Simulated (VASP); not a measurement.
Here is a VASP 6.6.1 calculation.

The input POSCAR:

```
HfO2
1.0
    0.0000000000      2.4775518646      2.4775518646
    2.4775518646      0.0000000000      2.4775518646
    2.4775518646      2.4775518646      0.0000000000
Hf O
1 2
Direct
    0.0000000000      0.0000000000      0.0000000000
    0.2500000000      0.2500000000      0.2500000000
    0.7500000000      0.7500000000      0.7500000000
```

The input INCAR.step1:

```
SYSTEM = HfO2
PREC = Accurate ; ENCUT = 520
ISMEAR = 0 ; SIGMA = 0.01
LREAL = .FALSE. ; LASPH = .TRUE.
NELM = 80 ; NBANDS = 18
GGA = PE ; ALGO = Normal
EDIFF = 1E-4 ; LWAVE = .TRUE.
LCHARG = .FALSE.
```

The input INCAR.step2:

```
SYSTEM = HfO2
PREC = Accurate ; ENCUT = 520
EDIFF = 1E-6 ; ISMEAR = 0
SIGMA = 0.01 ; LREAL = .FALSE.
LASPH = .TRUE. ; NELM = 80
ALGO = Normal ; ISIF = 2
LWAVE = .FALSE. ; LCHARG = .FALSE.
METAGGA = R2SCAN ; LMIXTAU = .TRUE.
NBANDS = 18 ; ISTART = 1
```

File KPOINTS:

```
Automatic mesh
0
G
  8 8 8
  0 0 0
```

Potentials or basis: VASP PAW PBE potentials, release 64 (Hf_pv, O).

Command:

```console
$ cat potpaw_PBE.64/Hf_pv/POTCAR potpaw_PBE.64/O/POTCAR > POTCAR
$ cp INCAR.step1 INCAR
$ mpirun -np 1 vasp_std > vasp.out
$ cp INCAR.step2 INCAR
$ mpirun -np 1 vasp_std > vasp.out
```

**Question.** Estimate the pressure.

**Answer.** 14.5 GPa.

**Question.** Predict the band gap on the k mesh.

**Answer.** 4.50 eV, direct.

Caveat: the PAW data sets were made with another functional, which shifts forces and pressure a little; spin-orbit coupling is left out, which moves the levels of the heavy elements. A k mesh can miss the band edges.
